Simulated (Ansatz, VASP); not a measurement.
This is a calculation of GaP for Ansatz 0.2.0.

File input.yaml:

```yaml
crystal:
  lattice:
    - [1.9167549946, 1.1066390121, 6.3438966068]
    - [-1.9167549946, 1.1066390121, 6.3438966068]
    - [0.0, -2.2132780241, 6.3438966068]
  atoms:
    - { symbol: Ga, position: [0.564628, 0.564628, 0.564628] }
    - { symbol: Ga, position: [0.435372, 0.435372, 0.435372] }
    - { symbol: P, position: [0.942611, 0.942611, 0.942611] }
    - { symbol: P, position: [0.057389, 0.057389, 0.057389] }
kpoints:
  mp_grid: { grid: [8, 8, 8] }
scf:
  occupations: { method: fermi_dirac, width: 0.05 }
hamiltonian:
  xc: lda
  pseudopotentials: { kind: all_electron, lapw: { basis_error: 0.002 } }
output:
  forces: true
  stress: true
  eigenvalues: true
```

Potentials or basis: all-electron LAPW, scalar-relativistic.

Run with:

```bash
$ ansatz run input.yaml --threads 2 --pin off --max-ram 6144MiB --backend cpu --events-out ev --progress --plain --runs-dir out
```

Problem. Translate it to VASP 6.6.1. Potentials there: VASP PAW LDA potentials, release 64 (Ga_d, P).

Solution. As run (the cutoff follows the program's own potentials):

File INCAR:

```
ALGO = Normal
EDIFF = 1E-7
ENCUT = 520
ISIF = 2
ISMEAR = -1
LASPH = True
LCHARG = False
LREAL = False
LWAVE = False
NBANDS = 26
NELM = 60
PREC = Accurate
SIGMA = 0.05
```

KPOINTS

```
k-points
0
Gamma
  8 8 8
```

File POSCAR:

```
GaP
1.0
    1.9167549946      1.1066390121      6.3438966068
   -1.9167549946      1.1066390121      6.3438966068
    0.0000000000     -2.2132780241      6.3438966068
Ga P
2 2
Direct
    0.5646280000      0.5646280000      0.5646280000
    0.4353720000      0.4353720000      0.4353720000
    0.9426110000      0.9426110000      0.9426110000
    0.0573890000      0.0573890000      0.0573890000
```

Potentials or basis: VASP PAW LDA potentials, release 64 (Ga_d, P).

Run with:

```bash
$ cat potpaw_LDA.64/Ga_d/POTCAR potpaw_LDA.64/P/POTCAR > POTCAR
$ mpirun -np 1 vasp_std > vasp.out
```

Both were run:

|  | VASP | Ansatz | Ansatz less VASP |
| --- | --- | --- | --- |
| gap on the k mesh at the Fermi level (eV) | 0.73 | 0.72 | -0.009 |
| least direct gap on the mesh (eV) | 1.03 | 1.02 | -0.010 |
| pressure (GPa) | -1.9 | -2.0 | -0.05 |
| traceless stress, the component that is largest in VASP (GPa) | 0.48 | 0.53 | +0.049 |
| rms of the force components (eV/Å) | 0.092 | 0.107 | +0.0150 |

LDA's correlation is that of Perdew and Zunger in VASP and of Perdew and Wang (1992) in Ansatz. Atom by atom the forces differ by 0.016 eV/Å (rms over components). Ansatz ran all-electron here, and VASP with PAW potentials.
